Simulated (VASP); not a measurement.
Ta, 1 atom in the cell. It takes space group Im-3m (No. 229, cubic). Conventional cell: a = 3.324 Å, b = 3.324 Å, c = 3.324 Å, α = 90.00°, β = 90.00°, γ = 90.00°. Within 3.8 Å of Ta (site symmetry m-3m) lie 14 Ta at 2.88 to 3.32 Å. 

- Program: VASP 6.6.1
- Task: single point
- Functional: LDA
- Potentials or basis: VASP PAW LDA potentials, release 64 (Ta_pv)
- Cutoff: 520 eV
- k mesh: 11 × 11 × 11
- Occupations: fermi-dirac, width 0.05 eV
- Spin: no spin polarisation
- Dipole correction: no
- Further INCAR settings: ALGO = Fast; EDIFF = 1e-06; NBANDS = 12

Potentials or basis: VASP PAW LDA potentials, release 64 (Ta_pv).

The run is started by

```bash
$ cat potpaw_LDA.64/Ta_pv/POTCAR > POTCAR
$ mpirun -np 1 vasp_std > vasp.out
```

Hardware: 1 thread of Intel(R) Xeon(R) Platinum 8488C (Sapphire Rapids) (shared host).

Estimate the wall time of this run.

Wall time 9.7 s on 1 thread of Intel(R) Xeon(R) Platinum 8488C (Sapphire Rapids) (shared host), peak memory 0.13 GiB. Counts: scf iterations 12, k points 56.
